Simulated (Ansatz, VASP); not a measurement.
## Two plane-wave programs on Ge

```
Ge
1.0
    -1.64834    1.64834    1.64834
     1.64834   -1.64834    1.64834
     1.64834    1.64834   -1.64834
Ge
1
Direct
  0.00000 0.00000 0.00000
```

Alike in both runs: functional LDA; k mesh 13 × 13 × 13; occupations fermi-dirac, width 0.1 eV; no spin polarisation.

Ansatz relaxed the structure, and its values are those at the end. VASP's run is a single point on that final structure, the one shown.

|  | VASP | Ansatz |
| --- | --- | --- |
| version | VASP 6.6.1 | Ansatz 0.2.0 |
| potentials or method | VASP PAW LDA potentials, release 64 (Ge_d), cutoff 520 eV | plane waves (420 eV) with PAW, scalar-relativistic |
| valence electrons in the cell | 14 | 14 |

|  | VASP | Ansatz | Ansatz less VASP |
| --- | --- | --- | --- |
| pressure (GPa) | 0.2 | 0.0 | -0.16 |

Ansatz warns that its potentials were made for another functional, while VASP's fit it. LDA's correlation is that of Perdew and Zunger in VASP and of Perdew and Wang (1992) in Ansatz.
